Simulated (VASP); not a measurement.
Set up this calculation in VASP 6.6.1, as the native input.

| Item | Value |
| --- | --- |
| Task | single point |
| Functional | r2SCAN |
| Potentials or basis | VASP PAW PBE potentials, release 64 (Ge_d, Sn_d, Te) |
| Cutoff | 520 eV |
| k mesh | 6 × 6 × 6 |
| Occupations | gaussian, width 0.01 eV |
| Spin | no spin polarisation |
| Dipole correction | no |
| Further INCAR settings | ALGO = Normal; EDIFF = 1e-06; NBANDS = 28 |

Crystal: SnGeTe2.

```xyz
4
Lattice="2.2237 1.2839 7.2881 -2.2237 1.2839 7.2881 0.0000 -2.5678 7.2881" Properties=species:S:1:pos:R:3 pbc="T T T"
Ge    2.2237    1.2839    7.2881
Sn    0.0000    0.0000   10.9322
Te    0.0000    0.0000    5.5927
Te    0.0000    0.0000   16.2716
```

The input as run:

POSCAR

```
SnGeTe2
1.0
    2.2237410061      1.2838774685      7.2881168050
   -2.2237410061      1.2838774685      7.2881168050
    0.0000000000     -2.5677549369      7.2881168050
Ge Sn Te
1 1 2
Direct
    1.0000000000      0.0000000000      0.0000000000
    0.5000000000      0.5000000000      0.5000000000
    0.2557924949      0.2557924949      0.2557924949
    0.7442075051      0.7442075051      0.7442075051
```

INCAR.step1

```
PREC = Accurate
ENCUT = 520
ISMEAR = 0
SIGMA = 0.01
LREAL = F
LASPH = T
NELM = 60
NBANDS = 28
GGA = PE
ALGO = Normal
EDIFF = 1E-4
LWAVE = T
LCHARG = F
```

INCAR.step2

```
PREC = Accurate
ENCUT = 520
EDIFF = 1E-6
ISMEAR = 0
SIGMA = 0.01
LREAL = F
LASPH = T
NELM = 60
ALGO = Normal
ISIF = 2
LWAVE = F
LCHARG = F
METAGGA = R2SCAN
LMIXTAU = T
NBANDS = 28
ISTART = 1
```

KPOINTS

```
Automatic mesh
0
Gamma
  6 6 6
```

Potentials or basis: VASP PAW PBE potentials, release 64 (Ge_d, Sn_d, Te).

Run with:

```bash
$ cat potpaw_PBE.64/Ge_d/POTCAR potpaw_PBE.64/Sn_d/POTCAR potpaw_PBE.64/Te/POTCAR > POTCAR
$ cp INCAR.step1 INCAR
$ mpirun -np 1 vasp_std > vasp.out
$ cp INCAR.step2 INCAR
$ mpirun -np 1 vasp_std > vasp.out
```

Results of the run:

| Item | Value |
| --- | --- |
| Pressure | -2.5 GPa |
| Largest force | 0.005 eV/Å |
| Band gap on the k mesh | 0.46 eV (least direct gap 0.50 eV) |

Caveat: the PAW data sets were made with another functional, which shifts forces and pressure a little; spin-orbit coupling is left out, which moves the levels of the heavy elements.

It took 7.6 min on 1 thread of Intel(R) Xeon(R) 6975P-C (Granite Rapids) (shared host), peak memory 0.59 GiB.
